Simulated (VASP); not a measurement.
# Be2C in VASP: notebook

The runs below take Be2C through single point, relaxation of cell and atoms, relaxation of the atoms, with PBEsol.

All numbers are computed with VASP 6.6.1; they aren't measurements. Logs are shortened: lines on timing, memory, paths and dates and some standing lists are left out, and cuts for length are marked.

## (1) The cell of the first run

Symmetry: Fm-3m, No. 225, cubic system. The conventional cell has a = 4.311 Å, b = 4.311 Å, c = 4.311 Å, α = 90.00°, β = 90.00°, γ = 90.00°. Within 2.5 Å of Be (site symmetry -43m) lie 4 C at 1.87 Å and 6 Be at 2.16 Å. Within 2.5 Å of C (site symmetry m-3m) lie 8 Be at 1.87 Å.

## (2) Single point, PBEsol

File INCAR:

```
PREC = Accurate
ENCUT = 600
EDIFF = 1E-6
ISMEAR = -1
SIGMA = 0.1
LREAL = F
LASPH = T
NELM = 120
ALGO = Normal
ISIF = 2
LWAVE = F
LCHARG = F
GGA = PS
NBANDS = 11
GGA_COMPAT = F
```

File KPOINTS:

```
regular mesh
0
Gamma
  12 12 12
```

File POSCAR:

```
Be2C
1.0
    0.0000000000      2.1553768815      2.1553768815
    2.1553768815      0.0000000000      2.1553768815
    2.1553768815      2.1553768815      0.0000000000
Be C
2 1
Direct
    0.2500000000      0.2500000000      0.2500000000
    0.7500000000      0.7500000000      0.7500000000
    0.0000000000      0.0000000000      0.0000000000
```

Potentials or basis: VASP PAW PBE potentials, release 64 (Be, C).

Started as:

```sh
> cat potpaw_PBE.64/Be/POTCAR potpaw_PBE.64/C/POTCAR > POTCAR
> mpirun -np 1 vasp_std > vasp.out
```

OUTCAR:

```text
PREC = Accurate
   ENCUT = 600
   EDIFF = 1E-6
   ISMEAR = -1
   LREAL = F
   LASPH = T
   NELM = 120
   ISIF = 2
   GGA = PS

 ion  position               nearest neighbor table
   1  0.250  0.250  0.250-   3 1.87   3 1.87   3 1.87   3 1.87   2 2.16   2 2.16   2 2.16   2 2.16
                             2 2.16   2 2.16
   2  0.750  0.750  0.750-   3 1.87   3 1.87   3 1.87   3 1.87   1 2.16   1 2.16   1 2.16   1 2.16
                             1 2.16   1 2.16
   3  0.000  0.000  0.000-   2 1.87   2 1.87   2 1.87   1 1.87   1 1.87   1 1.87   2 1.87   1 1.87

  LATTYP: Found a face centered cubic cell.
 ALAT       =     4.3107537630

  Lattice vectors:

 A1 = (   0.0000000000,   2.1553768815,   2.1553768815)
 A2 = (   2.1553768815,   0.0000000000,   2.1553768815)
 A3 = (   2.1553768815,   2.1553768815,   0.0000000000)

Analysis of symmetry for initial positions (statically):
=====================================================================
 Subroutine PRICEL returns:
 Original cell was already a primitive cell.

 Routine SETGRP: Setting up the symmetry group for a
 face centered cubic supercell.

 Subroutine GETGRP returns: Found 48 space group operations
 (whereof 48 operations were pure point group operations)
 out of a pool of 48 trial point group operations.

The static configuration has the point symmetry O_h .

Analysis of symmetry for dynamics (positions and initial velocities):
=====================================================================
 Subroutine PRICEL returns:
 Original cell was already a primitive cell.

 Routine SETGRP: Setting up the symmetry group for a
 face centered cubic supercell.

 Subroutine GETGRP returns: Found 48 space group operations
 (whereof 48 operations were pure point group operations)
 out of a pool of 48 trial point group operations.

The dynamic configuration has the point symmetry O_h .

 Subroutine INISYM returns: Found 48 space group operations
 (whereof 48 operations are pure point group operations),
 and found     1 'primitive' translations

----------------------------------------------------------------------------------------

                                     Primitive cell

  volume of cell :      20.0263

  direct lattice vectors                    reciprocal lattice vectors
     0.000000000  2.155376882  2.155376882    -0.231977992  0.231977992  0.231977992
     2.155376882  0.000000000  2.155376882     0.231977992 -0.231977992  0.231977992
     2.155376882  2.155376882  0.000000000     0.231977992  0.231977992 -0.231977992

  length of vectors
     3.048163218  3.048163218  3.048163218     0.401797668  0.401797668  0.401797668

  position of ions in fractional coordinates (direct lattice)
     0.250000000  0.250000000  0.250000000
     0.750000000  0.750000000  0.750000000
     0.000000000  0.000000000  0.000000000

  ion indices of the primitive-cell ions
   primitive index   ion index
                 1           1
                 2           2
                 3           3

----------------------------------------------------------------------------------------

 KPOINTS: regular mesh

Automatic generation of k-mesh.
 Grid dimensions read from file:
 generate k-points for:   12   12   12

 Generating k-lattice:

  Cartesian coordinates                     Fractional coordinates (reciprocal lattice)
    -0.019331499  0.019331499  0.019331499     0.083333333  0.000000000  0.000000000
     0.019331499 -0.019331499  0.019331499     0.000000000  0.083333333  0.000000000
     0.019331499  0.019331499 -0.019331499     0.000000000  0.000000000  0.083333333

  Length of vectors
     0.033483139  0.033483139  0.033483139

  Shift w.r.t. Gamma in fractional coordinates (k-lattice)
     0.000000000  0.000000000  0.000000000

 Subroutine IBZKPT returns following result:
 ===========================================

 Found     72 irreducible k-points:

 Following reciprocal coordinates:
            Coordinates               Weight
  0.000000  0.000000  0.000000      1.000000
  0.083333  0.000000  0.000000      8.000000
  0.166667  0.000000  0.000000      8.000000
  0.250000  0.000000  0.000000      8.000000
  0.333333  0.000000  0.000000      8.000000
  0.416667  0.000000  0.000000      8.000000
[... 16 lines left out ...]
  0.500000  0.166667  0.000000     24.000000
 -0.416667  0.166667  0.000000     24.000000
 [... further k-points ...]
   k-points           NKPTS =     72   k-points in BZ     NKDIM =     72   number of bands    NBANDS=     11
   number of dos      NEDOS =    301   number of ions     NIONS =      3
   total plane-waves  NPLWV =  13824
   dimension x,y,z NGX =    24 NGY =   24 NGZ =   24
   dimension x,y,z NGXF=    48 NGYF=   48 NGZF=   48
   ions per type =               2   1
   NGX,Y,Z   is equivalent  to a cutoff of  13.09, 13.09, 13.09 a.u.
   NGXF,Y,Z  is equivalent  to a cutoff of  26.18, 26.18, 26.18 a.u.
 SYSTEM =  unknown system
[... 38 lines left out ...]
   LEPSILON=     F    determine dielectric tensor
   LRPA    =     F    only Hartree local field effects (RPA)
 non-spin polarized calculation
  energy-cutoff  :      600.00
  volume of cell :       20.03
 maximum number of plane-waves:       692
   NGX = 13   NGY = 13   NGZ = 13

 number of electron       8.0000000 magnetization

 Free energy of the ion-electron system (eV)
  ---------------------------------------------------
  ext. energy  EPLUGINS =         0.00000000
  ---------------------------------------------------
  free energy    TOTEN  =       -18.41289554 eV

  energy without entropy =      -18.41285499  energy(sigma->0) =      -18.41287527

 E-fermi :   8.3914     XC(G=0): -11.5635

 val. band max:        7.8179081020   @ k =   0.0000   0.0000   0.0000
 cond. band min:       8.8835027004   @ k =   0.5000   0.5000   0.0000
 fundamental gap:      1.0655945984
 Fermi energy:         8.3913919914

 k-point     1 :       0.0000    0.0000    0.0000
  band No.  band energies     occupation
      1      -7.3105      2.00000
      2       7.8179      1.99356
      3       7.8179      1.99356
      4       7.8179      1.99356
      5      11.9268      0.00000
      6      11.9268      0.00000
      7      11.9268      0.00000
      8      14.6657      0.00000
      9      21.0013      0.00000
     10      21.0013      0.00000
     11      21.0013      0.00000

 k-point     2 :       0.0833    0.0000    0.0000
  band No.  band energies     occupation
      1      -7.1986      2.00000
      2       6.8224      2.00000
      3       7.5922      1.99932
      4       7.5922      1.99932
      5      12.2548      0.00000
      6      12.2548      0.00000
      7      12.5869      0.00000
      8      14.9184      0.00000
      9      20.1808      0.00000
     10      20.1808      0.00000
     11      21.2835      0.00000

 k-point     3 :       0.1667    0.0000    0.0000
  band No.  band energies     occupation
      1      -6.8655      2.00000
      2       4.9199      2.00000
      3       7.1117      1.99999
      4       7.1117      1.99999
      5      12.9131      0.00000
      6      12.9131      0.00000
      7      13.4703      0.00000
      8      15.6334      0.00000
      9      19.1956      0.00000
     10      19.1956      0.00000
     11      22.0949      0.00000

 k-point     4 :       0.2500    0.0000    0.0000
  band No.  band energies     occupation
      1      -6.3220      2.00000
      2       2.9257      2.00000
      3       6.6304      2.00000
      4       6.6304      2.00000
      5      13.2928      0.00000
      6      13.2928      0.00000
      7      14.0759      0.00000
      8      16.4521      0.00000
      9      19.1239      0.00000
     10      19.1239      0.00000
     11      23.2093      0.00000
[... 239 lines left out ...]
 k-point    22 :       0.4167    0.1667    0.0000
  band No.  band energies     occupation
      1      -4.9977      2.00000
      2       0.8652      2.00000
      3       4.7914      2.00000
      4       5.0375      2.00000
      5      12.1883      0.00000
      6      15.2649      0.00000
      7      15.7276      0.00000
      8      16.2902      0.00000
      9      20.4680      0.00000
     10      23.1502      0.00000
     11      25.0012      0.00000

 k-point    23 :       0.5000    0.1667    0.0000
  band No.  band energies     occupation
      1      -4.3033      2.00000
      2      -0.3287      2.00000
      3       4.5168      2.00000
      4       4.9038      2.00000
      5      12.2398      0.00000
      6      14.8764      0.00000
      7      16.3367      0.00000
      8      17.5658      0.00000
      9      20.7537      0.00000
     10      22.6219      0.00000
     11      25.1576      0.00000

 k-point    24 :      -0.4167    0.1667    0.0000
  band No.  band energies     occupation
      1      -4.1602      2.00000
      2      -0.5506      2.00000
      3       4.1397      2.00000
      4       5.2361      2.00000
      5      12.5222      0.00000
      6      14.5749      0.00000
      7      16.2794      0.00000
      8      18.5736      0.00000
      9      20.8405      0.00000
     10      21.1949      0.00000
     11      24.9887      0.00000

 [... further k-points ...]
[... 5 lines left out ...]
  --------------------------------------------------------------------------------------
  -------------------------------------------------------------------------------------
  Total        0.0701599      0.0701599      0.0701599     -0.0000000     -0.0000000      0.0000000
  in kB        5.6130666      5.6130666      5.6130666     -0.0000000     -0.0000000      0.0000000
  external PRESSURE =       5.6130666 kB  Pullay stress =       0.0000000 kB

 VOLUME and BASIS-vectors are now :
 -----------------------------------------------------------------------------
  energy-cutoff  :      600.00
  volume of cell :       20.03
      direct lattice vectors                 reciprocal lattice vectors
     0.000000000  2.155376882  2.155376882    -0.231977992  0.231977992  0.231977992
     2.155376882  0.000000000  2.155376882     0.231977992 -0.231977992  0.231977992
     2.155376882  2.155376882  0.000000000     0.231977992  0.231977992 -0.231977992

 POSITION                                       TOTAL-FORCE (eV/Angst)
 -----------------------------------------------------------------------------------
      1.07769      1.07769      1.07769         0.000000      0.000000      0.000000
      3.23307      3.23307      3.23307        -0.000000     -0.000000     -0.000000
      0.00000      0.00000      0.00000         0.000000      0.000000     -0.000000
 -----------------------------------------------------------------------------------
    total drift:                               -0.000000     -0.000000     -0.000000

  FREE ENERGIE OF THE ION-ELECTRON SYSTEM (eV)
  ---------------------------------------------------
  free  energy   TOTEN  =       -18.4128955418 eV

  energy  without entropy=      -18.4128549901  energy(sigma->0) =      -18.41287527
```

Wall time 24 s (1 thread of AMD EPYC 7R13, shared host); peak memory 0.11 GiB.

Results:

* Free energy: -18.4129 eV
* Pressure: 0.6 GPa
* Band gap on the k mesh: 1.07 eV, indirect (least direct gap 4.11 eV)

Levels at points of the mesh, in eV from the valence-band top:
```csv
k point,band 2,band 3,band 4,band 5,band 6,band 7
"(0.00, 0.00, 0.00)",0.00,0.00,0.00,4.11,4.11,4.11
"(0.50, 0.00, 0.00)",-8.85,-1.86,-1.86,4.97,4.97,7.15
"(0.50, 0.50, 0.00)",-6.83,-4.81,-4.81,1.07,5.81,13.34
```

Caveat: the PAW data sets were made with another functional, which shifts forces and pressure a little. PBEsol gaps usually lie below the measured ones, often by a third to a half.

## (3) Relaxation of cell and atoms, PBEsol

This run uses another cell than the first one, of 6.77 Å³/atom, 1.013 times its volume.

File INCAR:

```
PREC = Accurate ; ENCUT = 600
EDIFF = 1E-7 ; ISMEAR = -1
SIGMA = 0.1 ; LREAL = F
LASPH = T ; NELM = 120
ALGO = Normal ; ISIF = 3
LWAVE = F ; LCHARG = F
GGA = PS ; IBRION = 2
NSW = 100 ; EDIFFG = -0.002
GGA_COMPAT = F ; NELMIN = 4
```

KPOINTS is that of step 2.

File POSCAR:

```
Be2C
1.0
    0.0000000000      2.1650000000      2.1650000000
    2.1650000000      0.0000000000      2.1650000000
    2.1650000000      2.1650000000      0.0000000000
Be C
2 1
Direct
    0.2500000000      0.2500000000      0.2500000000
    0.7500000000      0.7500000000      0.7500000000
    0.0000000000      0.0000000000      0.0000000000
```

Potentials or basis: VASP PAW PBE potentials, release 64 (Be, C).

Started as:

```sh
> cat potpaw_PBE.64/Be/POTCAR potpaw_PBE.64/C/POTCAR > POTCAR
> mpirun -np 1 vasp_std > vasp.out
```

Wall time 41 s (1 thread of AMD EPYC 7R13, shared host); peak memory 0.11 GiB.

It converged, with:

- Free energy: -18.4132 eV
- Relaxed volume: 6.69 Å³/atom
- Relaxed cell: a = 3.051 Å, b = 3.051 Å, c = 3.051 Å, α = 60.00°, β = 60.00°, γ = 60.00°
- Space group after relaxing (to 0.05 Å): Fm-3m (No. 225)
- Energy gained by relaxing: 0.5 meV/atom
- Ionic steps: 3
- Pressure after relaxing: 0.0 GPa
- Band gap on the k mesh: 1.06 eV, indirect (least direct gap 4.10 eV)

Step by step:
```csv
step,energy change (eV),largest force (eV/Å),pressure (GPa),volume (Å³)
1,0.0000,0.0000,-2.14,20.30
2,-0.0014,0.0000,0.51,20.03
3,-0.0015,0.0000,0.00,20.08
```

Final structure:
```
Be C
1.0
     0.00000    2.15730    2.15730
     2.15730    0.00000    2.15730
     2.15730    2.15730    0.00000
Be C
2 1
Direct
  0.25000 0.25000 0.25000
  0.75000 0.75000 0.75000
  0.00000 0.00000 0.00000
```

Levels at points of the mesh, in eV from the valence-band top:
| k point | band 1 | band 2 | band 3 | band 4 | band 5 | band 6 | band 7 | band 8 |
| --- | --- | --- | --- | --- | --- | --- | --- | --- |
| (0.00, 0.00, 0.00) | -15.11 | 0.00 | 0.00 | 0.00 | 4.10 | 4.10 | 4.10 | 6.82 |
| (0.50, 0.00, 0.00) | -12.20 | -8.83 | -1.85 | -1.85 | 4.97 | 4.97 | 7.12 | 9.76 |
| (0.50, 0.50, 0.00) | -11.45 | -6.82 | -4.80 | -4.80 | 1.06 | 5.79 | 13.31 | 13.31 |

Caveat: the PAW data sets were made with another functional, which shifts forces and pressure a little. PBEsol gaps usually lie below the measured ones, often by a third to a half.

## (4) Relaxation of the atoms, PBEsol (equal xy, yz and zx engineering shears of -0.5 %)

File INCAR:

```
  PREC = Accurate
  ENCUT = 520
  EDIFF = 1E-7
  ISMEAR = 0
  SIGMA = 0.01
  LREAL = F
  LASPH = T
  NELM = 120
  ALGO = Normal
  ISIF = 2
  LWAVE = F
  LCHARG = F
  GGA = PS
  IBRION = 2
  NSW = 50
  EDIFFG = -0.002
  GGA_COMPAT = F
  NELMIN = 4
```

File KPOINTS:

```
regular mesh
0
Gamma
  8 8 8
```

File POSCAR:

```
Be2C
1.0
   -0.0107768844      2.1499884392      2.1499884392
    2.1499884392     -0.0107768844      2.1499884392
    2.1499884392      2.1499884392     -0.0107768844
Be C
2 1
Direct
    0.2500000000      0.2500000000      0.2500000000
    0.7500000000      0.7500000000      0.7500000000
    0.0000000000      0.0000000000      0.0000000000
```

Started as:

```sh
> cat potpaw_PBE.64/Be/POTCAR potpaw_PBE.64/C/POTCAR > POTCAR
> mpirun -np 1 vasp_std > vasp.out
```

It took 24 s on 1 thread of AMD EPYC 7R13, shared host; peak memory 0.11 GiB.

The run converged. Its results:

| Quantity | Value |
| --- | --- |
| Free energy | -18.4103 eV |
| Energy gained by relaxing | 0.0 meV/atom |
| Ionic steps | 2 |
| Pressure after relaxing | 0.7 GPa |
| Band gap on the k mesh | 1.04 eV, indirect (least direct gap 4.03 eV) |

Stress tensor (GPa, compression positive):
```
0.71 1.08 1.08
1.08 0.71 1.08
1.08 1.08 0.71
```

Final structure:
```
Be C
1.0
    -0.01078    2.14999    2.14999
     2.14999   -0.01078    2.14999
     2.14999    2.14999   -0.01078
Be C
2 1
Direct
  0.24993 0.24993 0.24993
  0.75007 0.75007 0.75007
  0.00000 0.00000 0.00000
```

Levels at points of the mesh, in eV from the valence-band top:
```tsv
k point	band 1	band 2	band 3	band 4	band 5	band 6	band 7	band 8
(0.00, 0.00, 0.00)	-15.15	-0.03	-0.03	0.00	4.03	4.03	4.19	6.84
(0.50, 0.00, 0.00)	-12.25	-8.88	-1.87	-1.86	4.93	5.01	7.17	9.77
(0.50, 0.50, 0.00)	-11.49	-6.85	-4.87	-4.79	1.04	5.79	13.31	13.33
(0.50, 0.50, 0.50)	-12.19	-8.85	-1.93	-1.93	4.88	4.88	7.04	9.73
```

Caveat: the cell differs from its parent crystal (equal xy, yz and zx engineering shears of -0.5 %); the PAW data sets were made with another functional, which shifts forces and pressure a little.

## (5) Relaxation of the atoms, PBEsol (equal xy, yz and zx engineering shears of +0.5 %)

File INCAR:

```
SYSTEM = Be2C
PREC = Accurate
ENCUT = 520
EDIFF = 1E-7
ISMEAR = 0
SIGMA = 0.01
LREAL = .False.
LASPH = .True.
NELM = 120
ALGO = Normal
ISIF = 2
LWAVE = .False.
LCHARG = .False.
GGA = PS
IBRION = 2
NSW = 50
EDIFFG = -0.002
GGA_COMPAT = .False.
NELMIN = 4
```

File KPOINTS:

```
regular mesh
0
Gamma
  8 8 8
  0 0 0
```

File POSCAR:

```
Be2C
1.0
    0.0107768844      2.1607653237      2.1607653237
    2.1607653237      0.0107768844      2.1607653237
    2.1607653237      2.1607653237      0.0107768844
Be C
2 1
Direct
    0.2500000000      0.2500000000      0.2500000000
    0.7500000000      0.7500000000      0.7500000000
    0.0000000000      0.0000000000      0.0000000000
```

Started as:

```sh
> cat potpaw_PBE.64/Be/POTCAR potpaw_PBE.64/C/POTCAR > POTCAR
> mpirun -np 1 vasp_std > vasp.out
```

It took 27 s on 1 thread of AMD EPYC 7R13, shared host; peak memory 0.11 GiB.

Results (log left out):

```
Free energy               : -18.4103 eV
Energy gained by relaxing : 0.0 meV/atom
Ionic steps               : 3
Pressure after relaxing   : 0.7 GPa
Band gap on the k mesh    : 1.05 eV, indirect (least direct gap 3.98 eV)
```

Stress tensor (GPa, compression positive):
```
 0.71 -1.05 -1.05
-1.05  0.71 -1.05
-1.05 -1.05  0.71
```

Final structure:
```
Be C
1.0
     0.01078    2.16077    2.16077
     2.16077    0.01078    2.16077
     2.16077    2.16077    0.01078
Be C
2 1
Direct
  0.25011 0.25011 0.25011
  0.74989 0.74989 0.74989
  0.00000 0.00000 0.00000
```

Levels at points of the mesh, in eV from the valence-band top:
```csv
k point,band 1,band 2,band 3,band 4,band 5,band 6,band 7,band 8
"(0.00, 0.00, 0.00)",-15.14,-0.03,0.00,0.00,3.98,4.15,4.15,6.85
"(0.50, 0.00, 0.00)",-12.21,-8.85,-1.89,-1.88,4.89,4.98,7.12,9.76
"(0.50, 0.50, 0.00)",-11.48,-6.84,-4.86,-4.78,1.05,5.80,13.32,13.34
"(0.50, 0.50, 0.50)",-12.26,-8.88,-1.82,-1.82,5.02,5.02,7.23,9.80
```

Caveat: the cell differs from its parent crystal (equal xy, yz and zx engineering shears of +0.5 %); the PAW data sets were made with another functional, which shifts forces and pressure a little. A k mesh can miss the band edges.

## (6) The runs side by side

```csv
task,cell,k mesh,cutoff (eV),smearing,gap on the mesh (eV),pressure (GPa)
single point,"a = 3.048 Å, angles 60.0°, 3 atoms",12 × 12 × 12,600,fermi-dirac 0.1 eV,1.07,0.6
relaxation of cell and atoms,"relaxed from a = 3.062 Å, angles 60.0°, 3 atoms",12 × 12 × 12,600,fermi-dirac 0.1 eV,1.06,0.0
relaxation of the atoms,"atoms relaxed from a = 3.041 Å, angles 60.3°, 3 atoms",8 × 8 × 8,520,gaussian 0.01 eV,1.04,0.7
relaxation of the atoms,"atoms relaxed from a = 3.056 Å, angles 59.7°, 3 atoms",8 × 8 × 8,520,gaussian 0.01 eV,1.05,0.7
```

Alike in all rows: level PBEsol; potentials or basis VASP PAW PBE potentials, release 64 (Be, C); no spin polarisation.

Caveats: the PAW data sets were made with another functional, which shifts forces and pressure a little.

Total energies depend on the potentials used, so only differences within one code and one set of settings carry meaning.
